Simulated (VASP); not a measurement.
# SiC8 in VASP: a series of runs

Runs on SiC8. Level: PBE+D3(BJ). Tasks: single point.

Everything below comes from runs of VASP 6.6.1. Logs are shortened: lines on timing, memory, paths and dates and some standing lists are left out, and cuts for length are marked.

## 1. The cell of the first run

The cell holds a slab with vacuum, 9 atoms: a = 4.931 Å, b = 4.931 Å, c = 17.400 Å, α = 90.00°, β = 90.00°, γ = 120.00°.

## 2. Single point, PBE+D3(BJ), collinear spin

File INCAR:

```
SYSTEM = SiC8
PREC = Accurate
ENCUT = 520
EDIFF = 1E-6
ISMEAR = 0
SIGMA = 0.1
LREAL = .False.
LASPH = .True.
NELM = 150
ALGO = Normal
ISIF = 2
LWAVE = .False.
LCHARG = .True.
ISPIN = 2
MAGMOM = 0 0 0 0 0 0 0 0 2
LORBIT = 11
LDIPOL = .True.
IDIPOL = 3
DIPOL = 0.5 0.5 0.250
GGA = PE
IVDW = 12
LELF = .True.
LVHAR = .True.
LVACPOTAV = .True.
NBANDS = 32
```

File KPOINTS:

```
regular mesh
0
Gamma
  6 6 1
  0 0 0
```

File POSCAR:

```
SiC8
1.0
    4.9313048819      0.0000000000      0.0000000000
   -2.4656524409      4.2706353015      0.0000000000
    0.0000000000      0.0000000000     17.4000331942
C Si
8 1
Direct
    0.3333333333      0.1666666667      0.2298865266
    0.3333333333      0.6666666667      0.2298865266
    0.8333333333      0.1666666667      0.2298865266
    0.8333333333      0.6666666667      0.2298865266
    0.1666666667      0.3333333333      0.2298846189
    0.1666666667      0.8333333333      0.2298846189
    0.6666666667      0.3333333333      0.2298846189
    0.6666666667      0.8333333333      0.2298846189
    0.5000000000      0.2500000000      0.4080471063
```

Potentials or basis: VASP PAW PBE potentials, release 64 (C, Si).

Run with:

```console
cat potpaw_PBE.64/C/POTCAR potpaw_PBE.64/Si/POTCAR > POTCAR
mpirun -np 1 vasp_std > vasp.out
```

OUTCAR:

```text
SYSTEM = SiC8
   PREC = Accurate
   ENCUT = 520
   EDIFF = 1E-6
   ISMEAR = 0
   LREAL = .False.
   LASPH = .True.
   NELM = 150
   ISIF = 2
   ISPIN = 2
   LORBIT = 11
   GGA = PE
   IVDW = 12
 IVDW          = 12

 ion  position               nearest neighbor table
   1  0.333  0.167  0.230-   5 1.42   6 1.42   7 1.42
   2  0.333  0.667  0.230-   6 1.42   5 1.42   8 1.42
   3  0.833  0.167  0.230-   7 1.42   8 1.42   5 1.42
   4  0.833  0.667  0.230-   8 1.42   7 1.42   6 1.42
   5  0.167  0.333  0.230-   1 1.42   2 1.42   3 1.42
   6  0.167  0.833  0.230-   2 1.42   1 1.42   4 1.42
   7  0.667  0.333  0.230-   3 1.42   4 1.42   1 1.42
   8  0.667  0.833  0.230-   4 1.42   3 1.42   2 1.42
   9  0.500  0.250  0.408-

  LATTYP: Found a hexagonal cell.
 ALAT       =     4.9313048819
 C/A-ratio  =     3.5284845717

  Lattice vectors:

 A1 = (   4.9313048819,   0.0000000000,   0.0000000000)
 A2 = (  -2.4656524409,   4.2706353015,   0.0000000000)
 A3 = (   0.0000000000,   0.0000000000,  17.4000331942)

Analysis of symmetry for initial positions (statically):
=====================================================================
 Subroutine PRICEL returns:
 Original cell was already a primitive cell.

 Routine SETGRP: Setting up the symmetry group for a
 hexagonal supercell.

 Subroutine GETGRP returns: Found  4 space group operations
 (whereof  2 operations were pure point group operations)
 out of a pool of 24 trial point group operations.

The static configuration has the point symmetry C_1h.
 The point group associated with its full space group is C_2v.

Analysis of symmetry for dynamics (positions and initial velocities):
=====================================================================
 Subroutine PRICEL returns:
 Original cell was already a primitive cell.

 Routine SETGRP: Setting up the symmetry group for a
 hexagonal supercell.

 Subroutine GETGRP returns: Found  4 space group operations
 (whereof  2 operations were pure point group operations)
 out of a pool of 24 trial point group operations.

The dynamic configuration has the point symmetry C_1h.
 The point group associated with its full space group is C_2v.

Analysis of structural, dynamic, and magnetic symmetry:
=====================================================================
 Subroutine PRICEL returns:
 Original cell was already a primitive cell.

 Routine SETGRP: Setting up the symmetry group for a
 hexagonal supercell.

 Subroutine GETGRP returns: Found  4 space group operations
 (whereof  2 operations were pure point group operations)
 out of a pool of 24 trial point group operations.

The overall configuration has the point symmetry C_1h.
 The point group associated with its full space group is C_2v.

 Subroutine INISYM returns: Found  4 space group operations
 (whereof  2 operations are pure point group operations),
 and found     1 'primitive' translations

----------------------------------------------------------------------------------------

                                     Primitive cell

  volume of cell :     366.4413

  direct lattice vectors                    reciprocal lattice vectors
     4.931304882  0.000000000  0.000000000     0.202786083  0.117078599  0.000000000
    -2.465652441  4.270635301  0.000000000     0.000000000  0.234157199  0.000000000
     0.000000000  0.000000000 17.400033194     0.000000000  0.000000000  0.057471155

  length of vectors
     4.931304882  4.931304882 17.400033194     0.234157199  0.234157199  0.057471155

  position of ions in fractional coordinates (direct lattice)
     0.333333333  0.166666667  0.229886527
     0.333333333  0.666666667  0.229886527
     0.833333333  0.166666667  0.229886527
     0.833333333  0.666666667  0.229886527
     0.166666667  0.333333333  0.229884619
     0.166666667  0.833333333  0.229884619
     0.666666667  0.333333333  0.229884619
     0.666666667  0.833333333  0.229884619
     0.500000000  0.250000000  0.408047106

  ion indices of the primitive-cell ions
   primitive index   ion index
                 1           1
                 2           2
                 3           3
                 4           4
                 5           5
                 6           6
                 7           7
                 8           8
                 9           9

----------------------------------------------------------------------------------------

 KPOINTS: regular mesh

Automatic generation of k-mesh.
 Grid dimensions read from file:
 generate k-points for:    6    6    1

 Generating k-lattice:

  Cartesian coordinates                     Fractional coordinates (reciprocal lattice)
     0.033797680  0.019513100  0.000000000     0.166666667  0.000000000  0.000000000
     0.000000000  0.039026200  0.000000000     0.000000000  0.166666667  0.000000000
     0.000000000  0.000000000  0.057471155     0.000000000  0.000000000  1.000000000

  Length of vectors
     0.039026200  0.039026200  0.057471155

  Shift w.r.t. Gamma in fractional coordinates (k-lattice)
     0.000000000  0.000000000  0.000000000

 Subroutine IBZKPT returns following result:
 ===========================================

 Found     13 irreducible k-points:

 Following reciprocal coordinates:
            Coordinates               Weight
  0.000000  0.000000  0.000000      1.000000
  0.166667 -0.000000  0.000000      2.000000
  0.000000  0.166667  0.000000      4.000000
  0.333333 -0.000000  0.000000      2.000000
  0.000000  0.333333  0.000000      4.000000
  0.500000 -0.000000  0.000000      1.000000
  0.000000  0.500000  0.000000      2.000000
  0.166667  0.166667  0.000000      4.000000
 -0.166667  0.333333  0.000000      2.000000
  0.333333  0.166667  0.000000      4.000000
 -0.166667  0.500000  0.000000      4.000000
  0.500000  0.333333  0.000000      4.000000
  0.333333  0.333333  0.000000      2.000000
   k-points           NKPTS =     13   k-points in BZ     NKDIM =     13   number of bands    NBANDS=     32
   number of dos      NEDOS =    301   number of ions     NIONS =      9
   total plane-waves  NPLWV = 224000
   dimension x,y,z NGX =    40 NGY =   40 NGZ =  140
   dimension x,y,z NGXF=    80 NGYF=   80 NGZF=  280
   ions per type =               8   1
   NGX,Y,Z   is equivalent  to a cutoff of  13.48, 13.48, 13.38 a.u.
   NGXF,Y,Z  is equivalent  to a cutoff of  26.97, 26.97, 26.75 a.u.
 SYSTEM =  SiC8
   PREC   = accura    normal or accurate (medium, high low for compatibility)
   ISTART =      0    job   : 0-new  1-cont  2-samecut
   ICHARG =      2    charge: 1-file 2-atom 10-const
   ISPIN  =      2    spin polarized calculation?
   LNONCOLLINEAR =      F non collinear calculations
   LSORBIT =      F    spin-orbit coupling
   LASPH  =      T    aspherical Exc in radial PAW
   ENCUT  =  520.0 eV  38.22 Ry    6.18 a.u.   9.17  9.17 32.35*2*pi/ulx,y,z
   NELM   =    150;   NELMIN=  2; NELMDL= -5     # of ELM steps
   EDIFF  = 0.1E-05   stopping-criterion for ELM
   LREAL  =      F    real-space projection
   EDIFFG = 0.1E-04   stopping-criterion for IOM
   NSW    =      0    number of steps for IOM
   IBRION =     -1    ionic relax: 0-MD 1-quasi-New 2-CG
   NFREE  =      0    steps in history (QN), initial steepest desc. (CG)
   ISIF   =      2    stress and relaxation
   ISYM   =      2    0-nonsym 1-usesym 2-fastsym
   POTIM  = 0.5000    time-step for ionic-motion
   TEBEG  =    0.0;   TEEND  =   0.0 temperature during run
   PSTRESS=    0.0 pullay stress
   NELECT =      36.0000    total number of electrons
   NUPDOWN=      -1.0000    fix difference up-down
   EMIN   =  10.00;   EMAX   =-10.00  energy-range for DOS
   EFERMI =   0.00;   METHOD = LEGACY
   ISMEAR =     0;   SIGMA  =   0.10  broadening in eV -4-tet -1-fermi 0-gaus
   EFERMI_NEDOS =   21; number of points for ismear=-14 and -15
   IALGO  =     38    algorithm
   IMIX   =      4    mixing-type and parameters
     AMIX     =   0.40;   BMIX     =  1.00
     AMIX_MAG =   1.60;   BMIX_MAG =  1.00
  volume/ion in A,a.u.               =      40.72       274.76
  Fermi-wavevector in a.u.,A,eV,Ry     =   0.755395  1.427490  7.763781  0.570622
  Thomas-Fermi vector in A             =   1.853280
   LORBIT       =     11    0 simple, 1 ext, 2 COOP (PROOUT), +10 PAW based schemes
   GGA     = PE    functional components
   LHFCALC =     F    Hartree Fock is set to
   AEXX    =    0.0000 exact exchange contribution
   IVDW    =    12    specifies the selected vdW correction
   LEPSILON=     F    determine dielectric tensor
   LRPA    =     F    only Hartree local field effects (RPA)
 spin polarized calculation
 Gauss-broadening in eV      SIGMA  =   0.10
  energy-cutoff  :      520.00
  volume of cell :      366.44
 maximum number of plane-waves:      9900
 NGX is ok and might be reduce to    40
   NGX = 19   NGY = 19   NGZ = 65

 dipolmoment           0.000000      0.000000     -0.000074 electrons x Angstroem

 number of electron      35.9999997 magnetization       1.8909676

 dipolmoment           0.000000      0.000000      0.012208 electrons x Angstroem

 Free energy of the ion-electron system (eV)
  ---------------------------------------------------
  ext. energy  EPLUGINS =         0.00000000
  ---------------------------------------------------
  free energy    TOTEN  =       -74.89186006 eV

  energy without entropy =      -74.86708441  energy(sigma->0) =      -74.87947224

 E-fermi :  -1.8664     XC(G=0):  -3.4614

 val. band max:       -1.8781163257   @ k =   0.1667   0.1667   0.0000
 cond. band min:      -1.8451746793   @ k =   0.3333  -0.0000   0.0000
 fundamental gap:      0.0329416465
 Fermi energy:        -1.8664439104

 spin component 1

 k-point     1 :       0.0000    0.0000    0.0000
  band No.  band energies     occupation
      1     -21.4993      1.00000
      2     -16.2740      1.00000
      3     -16.2530      1.00000
      4     -16.2354      1.00000
      5     -15.2176      1.00000
      6     -15.2122      1.00000
[... 418 lines left out ...]
     29       4.4180      0.00000
     30       4.6777      0.00000
 Fermi energy:        -1.8664439104

 spin component 2

 k-point     1 :       0.0000    0.0000    0.0000
  band No.  band energies     occupation
      1     -21.4957      1.00000
      2     -16.2740      1.00000
      3     -16.2494      1.00000
      4     -16.2276      1.00000
      5     -15.2135      1.00000
      6     -15.2085      1.00000
[... 418 lines left out ...]
     29       4.6387      0.00000
     30       5.1808      0.00000
 [bands above 30 left out]

------------------------ aborting loop because EDIFF is reached ----------------------------------------

 Edisp (eV)   -1.00141

 E8    (eV) :    -0.3263

  FORCE on cell =-STRESS in cart. coord.  units (eV):
  Direction    XX          YY          ZZ          XY          YZ          ZX
  --------------------------------------------------------------------------------------
  -------------------------------------------------------------------------------------
  Total      -0.02498    -0.03652    -0.47987     0.00999     0.00000     0.00000
  in kB      -0.10923    -0.15967    -2.09814     0.04368     0.00000     0.00000
  external pressure =       -0.79 kB  Pullay stress =        0.00 kB

 VOLUME and BASIS-vectors are now :
 -----------------------------------------------------------------------------
  energy-cutoff  :      520.00
  volume of cell :      366.44
      direct lattice vectors                 reciprocal lattice vectors
     4.931304882  0.000000000  0.000000000     0.202786083  0.117078599  0.000000000
    -2.465652441  4.270635301  0.000000000     0.000000000  0.234157199  0.000000000
     0.000000000  0.000000000 17.400033194     0.000000000  0.000000000  0.057471155

 POSITION                                       TOTAL-FORCE (eV/Angst)
 -----------------------------------------------------------------------------------
      1.23283      0.71177      4.00003        -0.140774     -0.081276      0.143029
     -0.00000      2.84709      4.00003         0.002206      0.001274      0.002698
      3.69848      0.71177      4.00003         0.119282     -0.040578     -0.038454
      2.46565      2.84709      4.00003         0.024500      0.123591     -0.038454
      0.00000      1.42355      4.00000        -0.119282      0.040578     -0.038454
     -1.23283      3.55886      4.00000        -0.024500     -0.123591     -0.038454
      2.46565      1.42355      4.00000         0.140774      0.081276      0.143029
      1.23283      3.55886      4.00000        -0.002206     -0.001274      0.002698
      1.84924      1.06766      7.10003        -0.000000      0.000000     -0.137637
 -----------------------------------------------------------------------------------
    total drift:                                0.000007      0.000004     -0.000138

  FREE ENERGIE OF THE ION-ELECTRON SYSTEM (eV)
  ---------------------------------------------------
  free  energy   TOTEN  =       -75.8932740970 eV

  energy  without entropy=      -75.8684984503  energy(sigma->0) =      -75.88088627

 vacuum level on the upper side and lower side of the slab         2.415         2.312

 total charge

# of ion       s       p       d       tot
------------------------------------------
    1        0.864   1.785   0.000   2.649
    2        0.863   1.787   0.000   2.649
    3        0.863   1.788   0.000   2.650
    4        0.863   1.788   0.000   2.650
    5        0.863   1.788   0.000   2.650
    6        0.863   1.788   0.000   2.650
    7        0.864   1.785   0.000   2.649
    8        0.863   1.787   0.000   2.649
    9        0.955   0.546   0.000   1.501
--------------------------------------------------
tot          7.859  14.839   0.000  22.698

 magnetization (x)

# of ion       s       p       d       tot
------------------------------------------
    1        0.000  -0.004   0.000  -0.004
    2        0.000   0.002   0.000   0.003
    3        0.000   0.003   0.000   0.003
    4        0.000   0.003   0.000   0.003
    5        0.000   0.003   0.000   0.003
    6        0.000   0.003   0.000   0.003
    7        0.000  -0.004   0.000  -0.004
    8        0.000   0.002   0.000   0.003
    9        0.007   0.529   0.000   0.536
--------------------------------------------------
tot          0.011   0.536   0.000   0.547
```

Wall time 10 min (1 thread of Intel Xeon Platinum 8375C at 2.90GHz (Ice Lake), shared host); peak memory 0.79 GiB.

Results:

| Property | Result |
| --- | --- |
| Free energy | -75.8933 eV |
| Largest force | 0.217 eV/Å |
| Net moment | 1.89 μB per cell |
| Site moments | C -0.00, +0.00 (each value once); Si +0.54 μB |
| Valence electrons inside the program's atomic spheres | C 2.65; Si 1.50 |
| Dispersion energy per atom | -0.111 eV |

Forces on the atoms (eV/Å):
```
C   -0.141 -0.081  0.143
C    0.002  0.001  0.003
C    0.119 -0.041 -0.038
C    0.025  0.124 -0.038
C   -0.119  0.041 -0.038
C   -0.025 -0.124 -0.038
C    0.141  0.081  0.143
C   -0.002 -0.001  0.003
Si   0.000  0.000 -0.138
```

Caveat: a moment this small can come from the mesh or the smearing.

## 3. Single point, PBE+D3(BJ), collinear spin

INCAR: that of step 2 with these lines changed.

```diff
@@ -9,3 +9,3 @@
 NELM = 150
-ALGO = Normal
+ALGO = Fast
 ISIF = 2
```

KPOINTS is that of step 2.

POSCAR is that of step 2.

Potentials or basis: VASP PAW PBE potentials, release 64 (C, Si).

Run with:

```console
cat potpaw_PBE.64/C/POTCAR potpaw_PBE.64/Si/POTCAR > POTCAR
mpirun -np 1 vasp_std > vasp.out
```

Wall time 11 min (1 thread of Oxide Virtual Turin-like, shared host); peak memory 0.75 GiB.

It converged, with:

```yaml
Free_energy: -75.8933 eV
Largest_force: 0.217 eV/Å
Net_moment: 1.89 μB per cell
Site_moments: C -0.00, +0.00 (each value once); Si +0.54 μB
Valence_electrons_inside_the_program's_atomic_spheres: C 2.65; Si 1.50
Dispersion_energy_per_atom: -0.111 eV
```

Forces on the atoms (eV/Å):
```
C   -0.141 -0.081  0.143
C    0.002  0.001  0.003
C    0.119 -0.041 -0.038
C    0.025  0.124 -0.038
C   -0.119  0.041 -0.038
C   -0.025 -0.124 -0.038
C    0.141  0.081  0.143
C   -0.002 -0.001  0.003
Si   0.000  0.000 -0.138
```

Levels at points of the mesh, in eV from the Fermi level:
Spin up:
```tsv
k point	band 16	band 17	band 18	band 19	band 20	band 21	band 22	band 23
(0.00, 0.00, 0.00)	-2.54	-2.47	-0.28	0.14	0.29	1.57	1.61	1.69
(0.50, 0.00, 0.00)	-2.95	-2.89	-0.96	0.05	0.11	2.66	2.69	4.84
(0.00, 0.50, 0.00)	-2.93	-2.91	-0.97	0.07	0.08	2.69	2.69	4.83
```
Spin down:
| k point | band 13 | band 14 | band 15 | band 16 | band 17 | band 18 | band 19 | band 20 | band 21 | band 22 |
| --- | --- | --- | --- | --- | --- | --- | --- | --- | --- | --- |
| (0.00, 0.00, 0.00) | -3.14 | -3.14 | -2.56 | -2.51 | -2.45 | 0.84 | 1.28 | 1.38 | 1.66 | 2.18 |
| (0.50, 0.00, 0.00) | -5.18 | -5.16 | -5.15 | -2.91 | -2.86 | 0.46 | 1.39 | 1.76 | 2.67 | 2.71 |
| (0.00, 0.50, 0.00) | -5.18 | -5.17 | -5.13 | -2.90 | -2.88 | 0.52 | 1.35 | 1.69 | 2.72 | 2.72 |

Caveat: a moment this small can come from the mesh or the smearing.
